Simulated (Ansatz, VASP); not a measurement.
# Two plane-wave programs on Ta

Contents of INCAR:

```
SYSTEM = Ta
ALGO = Normal
EDIFF = 1E-7
EDIFFG = -0.01
ENCUT = 500
GGA = PE
GGA_COMPAT = .FALSE.
IBRION = 2
ISIF = 3
ISMEAR = -1
LASPH = .TRUE.
LCHARG = .FALSE.
LREAL = .FALSE.
LWAVE = .FALSE.
NELM = 120
NELMIN = 4
NSW = 80
PREC = Accurate
SIGMA = 0.1
```

KPOINTS

```
k-points
0
G
  13 13 13
  0 0 0
```

The input POSCAR:

```
Ta
1.0
   -1.6529000000      1.6529000000      1.6529000000
    1.6529000000     -1.6529000000      1.6529000000
    1.6529000000      1.6529000000     -1.6529000000
Ta
1
Direct
    0.0000000000      0.0000000000      0.0000000000
```

Input for Ansatz:

```yaml
crystal:
  lattice:
    - [-1.6529, 1.6529, 1.6529]
    - [1.6529, -1.6529, 1.6529]
    - [1.6529, 1.6529, -1.6529]
  atoms:
    - { symbol: Ta, position: [0.0, 0.0, 0.0] }
hamiltonian:
  xc: pbe
  pseudopotentials: { kind: paw, azcp: { folder: soft_1 } }
basis:
  ecutwfc: 420
  fft_grid_basis: typed
kpoints:
  mp_grid: { grid: [13, 13, 13], shift: [0, 0, 0] }
magnetization:
  spin_polarized: false
scf:
  occupations: { method: fermi_dirac, width: 0.1 }
relax:
  max_steps: 60
  f_tol: 0.01
  cell: {}
```

Alike in both runs: task relaxation of cell and atoms; functional PBE; k mesh 13 × 13 × 13; occupations fermi-dirac, width 0.1 eV; no spin polarisation.

```csv
,VASP,Ansatz
version,VASP 6.6.1,Ansatz 0.2.0
potentials or method,"VASP PAW PBE potentials, release 64 (Ta_pv), cutoff 500 eV","plane waves (420 eV) with PAW (set soft_1), scalar-relativistic"
valence electrons in the cell,11,13
```

```csv
,VASP,Ansatz,Ansatz less VASP
relaxed volume (Å³/atom),18.33,18.32,-0.008
relaxed cell length with the largest relative difference (Å),2.877,2.877,-0.0004
```

VASP's potentials hold 11 valence electrons a cell and Ansatz's 13, so a difference there can come from the potentials and not from the codes.

Neither program's run includes spin-orbit coupling.
